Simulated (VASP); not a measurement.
BiB2P, 4 atoms in the cell. Symmetry: P-4m2, No. 115, tetragonal system. The conventional cell has a = 3.501 Å, b = 3.501 Å, c = 5.085 Å, α = 90.00°, β = 90.00°, γ = 90.00°. P (site symmetry -4m2) has 4 B at 2.04 Å within 2.7 Å. B (site symmetry 2mm) has 2 P at 2.04 Å and 2 Bi at 2.31 Å within 2.7 Å. Within 3.0 Å of Bi (site symmetry -4m2) lie 4 B at 2.31 Å. 

* Program: VASP 6.6.1
* Task: single point
* Functional: PBE
* Potentials or basis: VASP PAW PBE potentials, release 64 (P, B, Bi_d)
* Cutoff: 520 eV
* k mesh: 8 × 8 × 6
* Occupations: fermi-dirac, width 0.02 eV
* Spin: no spin polarisation
* Dipole correction: no
* Further INCAR settings: ALGO = Normal; EDIFF = 1e-06; NBANDS = 21

Potentials or basis: VASP PAW PBE potentials, release 64 (P, B, Bi_d).

Launch:

```bash
$ cat potpaw_PBE.64/P/POTCAR potpaw_PBE.64/B/POTCAR potpaw_PBE.64/Bi_d/POTCAR > POTCAR
$ mpirun -np 1 vasp_std > vasp.out
```

Hardware: 1 thread of Intel(R) Xeon(R) 6975P-C (Granite Rapids) (shared host).

Question: Estimate the wall time of this run.

Answer: Wall time 28 s on 1 thread of Intel(R) Xeon(R) 6975P-C (Granite Rapids), on a shared host, peak memory 0.23 GiB. Counts: scf iterations 14, k points 60.
